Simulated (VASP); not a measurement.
Wanted: the native input for a VASP 6.6.1 run.

```
Task                   : single point
Functional             : PBE
Dispersion             : D3(BJ)
Potentials or basis    : VASP PAW PBE potentials, release 64 (Mo_sv, S)
Cutoff                 : 520 eV
k mesh                 : 12 × 12 × 4
Occupations            : gaussian, width 0.05 eV
Spin                   : no spin polarisation
Dipole correction      : no
Further INCAR settings : ALGO = Normal; EDIFF = 1e-06; NBANDS = 35
```

The structure of MoS2 lies in POSCAR:

```
MoS2
1.0
    3.3068000000      0.0000000000      0.0000000000
   -1.6534000000      2.8637728052      0.0000000000
    0.0000000000      0.0000000000     11.4426000000
Mo S
2 4
Direct
    0.6666666667      0.3333333333      0.2501439769
    0.3333333333      0.6666666667      0.7498560231
    0.3333333333      0.6666666667      0.3795985159
    0.6666666667      0.3333333333      0.8793132861
    0.3333333333      0.6666666667      0.1206867139
    0.6666666667      0.3333333333      0.6204014841
```

These files were run (other wordings do the same):

INCAR

```
ALGO = Normal ; EDIFF = 1E-6
ENCUT = 520 ; GGA = PE
ISIF = 2 ; ISMEAR = 0
IVDW = 12 ; LASPH = T
LCHARG = F ; LREAL = F
LWAVE = F ; NBANDS = 35
NELM = 100 ; PREC = Accurate
SIGMA = 0.05
```

KPOINTS

```
k-points
0
Gamma
  12 12 4
```

Potentials or basis: VASP PAW PBE potentials, release 64 (Mo_sv, S).

Run with:

```sh
$ cat potpaw_PBE.64/Mo_sv/POTCAR potpaw_PBE.64/S/POTCAR > POTCAR
$ mpirun -np 1 vasp_std > vasp.out
```

Results of the run:

| Quantity | Value |
| --- | --- |
| Pressure | -4.7 GPa |
| Largest force | 0.531 eV/Å |
| Band gap on the k mesh | zero (bands 26 and 27 overlap by 0.09 eV) |
| Dispersion energy per atom | -0.419 eV |

Caveat: the cell stands under tension.

Run time: 3 min on 1 thread of AMD EPYC 9R45 96-Core Processor (Zen 5), on a shared host, peak memory 0.35 GiB.
